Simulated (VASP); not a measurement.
A run of VASP 6.6.1 is set up as follows.

The input INCAR:

```
SYSTEM = Al2Cu
ALGO     = Fast           ! electronic algorithm
EDIFF    = 1E-6           ! SCF threshold, eV
ENCUT    = 520            ! plane-wave cutoff, eV
GGA      = PE             ! functional
ISIF     = 2              ! what is computed and relaxed
ISMEAR   = 0              ! smearing method
LASPH    = .True.         ! aspherical terms in the spheres
LCHARG   = .False.        ! write CHGCAR
LREAL    = .False.        ! projectors in reciprocal space
LWAVE    = .False.        ! write WAVECAR
NBANDS   = 26             ! bands
NELM     = 80             ! most SCF steps
PREC     = Accurate       ! precision mode
SIGMA    = 0.15           ! smearing width, eV
```

File KPOINTS:

```
k-points
0
Gamma
  10 10 10
  0 0 0
```

Contents of POSCAR:

```
Al2Cu
1.0
   -2.8748500000      2.8748500000      2.3680500000
    2.8748500000     -2.8748500000      2.3680500000
    2.8748500000      2.8748500000     -2.3680500000
Al Cu
4 2
Direct
    0.1587211657      0.6587211657      0.8174423314
    0.6587211657      0.8412788343      0.5000000000
    0.8412788343      0.3412788343      0.1825576686
    0.3412788343      0.1587211657      0.5000000000
    0.7500000000      0.7500000000      0.0000000000
    0.2500000000      0.2500000000      0.0000000000
```

Potentials or basis: VASP PAW PBE potentials, release 64 (Al, Cu).

Launch:

```console
$ cat potpaw_PBE.64/Al/POTCAR potpaw_PBE.64/Cu/POTCAR > POTCAR
$ mpirun -np 1 vasp_std > vasp.out
```

Problem. Predict the band gap on the k mesh.

Solution. Zero (bands 17 and 18 overlap by 4.50 eV).

Problem. What does it give for the largest force?

Solution. 0.027 eV/Å.

Forces on the atoms (eV/Å):
```
Al  -0.019 -0.019  0.000
Al   0.019 -0.019  0.000
Al   0.019  0.019  0.000
Al  -0.019  0.019  0.000
Cu   0.000  0.000  0.000
Cu   0.000  0.000  0.000
```
